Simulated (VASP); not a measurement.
Input of a VASP 6.6.1 run:

File INCAR:

```
SYSTEM = TiO2
ALGO = Normal
EDIFF = 1E-7
ENCUT = 520
GGA = CA
ISIF = 2
ISMEAR = -1
LASPH = .True.
LCHARG = .False.
LREAL = .False.
LWAVE = .False.
NBANDS = 33
NELM = 100
PREC = Accurate
SIGMA = 0.05
```

The input KPOINTS:

```
k-points
0
Gamma
  8 8 6
  0 0 0
```

The input POSCAR:

```
TiO2
1.0
    2.6878721508     -2.6884889828      0.0000000000
    2.6878721508      2.6884889828      0.0000000000
   -2.6158557627      0.0000000000      4.7644438354
Ti O
2 4
Direct
    0.8658900000      0.1341100000      0.7500000000
    0.1341100000      0.8658900000      0.2500000000
    0.0887550000      0.3312210000      0.1671490000
    0.9112450000      0.6687790000      0.8328510000
    0.6687790000      0.9112450000      0.3328510000
    0.3312210000      0.0887550000      0.6671490000
```

Potentials or basis: VASP PAW LDA potentials, release 64 (Ti_sv, O).

Launch:

```sh
$ cat potpaw_LDA.64/Ti_sv/POTCAR potpaw_LDA.64/O/POTCAR > POTCAR
$ mpirun -np 1 vasp_std > vasp.out
```

Q: Predict the band gap on the k mesh.

A: 1.99 eV (least direct gap 2.34 eV).

Q: Predict the pressure.

A: -8.0 GPa.

Forces in eV/Å, atoms in the order of the input:
```
Ti   0.000 -0.092  0.000
Ti   0.000  0.092  0.000
O   -0.006  0.023 -0.199
O    0.006 -0.023  0.199
O    0.006  0.023  0.199
O   -0.006 -0.023 -0.199
```

Caveat: the cell stands under tension. A k mesh can miss the band edges.
